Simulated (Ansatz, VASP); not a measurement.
Two plane-wave programs on NaF

Contents of POSCAR:

```
NaF
1.0
    0.0000000000      2.1634729054      2.2971680881
    2.1634729054      0.0000000000      2.2971680881
    2.1634729054      2.1634729054      0.0000000000
Na F
1 1
Direct
    0.0000000000      0.0000000000      0.0000000000
    0.5000000000      0.5000000000      0.5000000000
```

Contents of INCAR.step1:

```
PREC = Accurate
ENCUT = 520
ISMEAR = 0
SIGMA = 0.01
LREAL = F
LASPH = T
NELM = 100
NBANDS = 14
GGA = PE
ALGO = Normal
EDIFF = 1E-4
LWAVE = T
LCHARG = F
```

Contents of INCAR.step2:

```
PREC = Accurate
ENCUT = 520
EDIFF = 1E-6
ISMEAR = 0
SIGMA = 0.01
LREAL = F
LASPH = T
NELM = 100
ALGO = Normal
ISIF = 2
LWAVE = F
LCHARG = F
METAGGA = R2SCAN
LMIXTAU = T
NBANDS = 14
ISTART = 1
```

KPOINTS

```
Automatic mesh
0
Gamma
  10 10 10
```

Input for Ansatz:

```yaml
crystal:
  lattice:
    - [0.0, 2.1634729054, 2.2971680881]
    - [2.1634729054, 0.0, 2.2971680881]
    - [2.1634729054, 2.1634729054, 0.0]
  atoms:
    - { symbol: Na, position: [0.0, 0.0, 0.0] }
    - { symbol: F, position: [0.5, 0.5, 0.5] }
kpoints:
  mp_grid: { grid: [10, 10, 10] }
  band_path:
    path:
      - [0.0, 0.0, 0.0]
      - [0.5, 0.0, 0.5]
      - [0.625, 0.25, 0.625]
      - [0.375, 0.375, 0.75]
      - [0.5, 0.5, 0.5]
      - [0.5, 0.25, 0.75]
    npoints: 1
hamiltonian:
  xc: r2scan
scf:
  occupations: { method: fixed }
  n_extra_bands: 4
output:
  forces: true
  stress: true
  eigenvalues: true
```

Change from the starting cell: biaxial_xy strain -5.8%.

Alike in both runs: task single point; functional r2SCAN; k mesh 10 × 10 × 10; no spin polarisation.

|  | VASP | Ansatz |
| --- | --- | --- |
| version | VASP 6.6.1 | Ansatz 0.2.0 |
| potentials or method | VASP PAW PBE potentials, release 64 (Na_pv, F) | plane waves, PAW |
| plane-wave cutoff (eV) | 520 | 500 |
| occupations | gaussian, width 0.01 eV | fixed |
| valence electrons in the cell | 14 | 16 |

VASP gave:

- gap on the k mesh at the Fermi level (eV): 8.04
- pressure (GPa): 9.0
- traceless stress, the component that is largest in VASP (GPa): -6.64

Estimate Ansatz's values.

gap on the k mesh at the Fermi level (eV): 8.00; pressure (GPa): 9.4; traceless stress, the component that is largest in VASP (GPa): -6.39.

VASP's potentials were made for PBE, not for r2SCAN. VASP's potentials hold 14 valence electrons a cell and Ansatz's 16, so a difference there can come from the potentials and not from the codes.
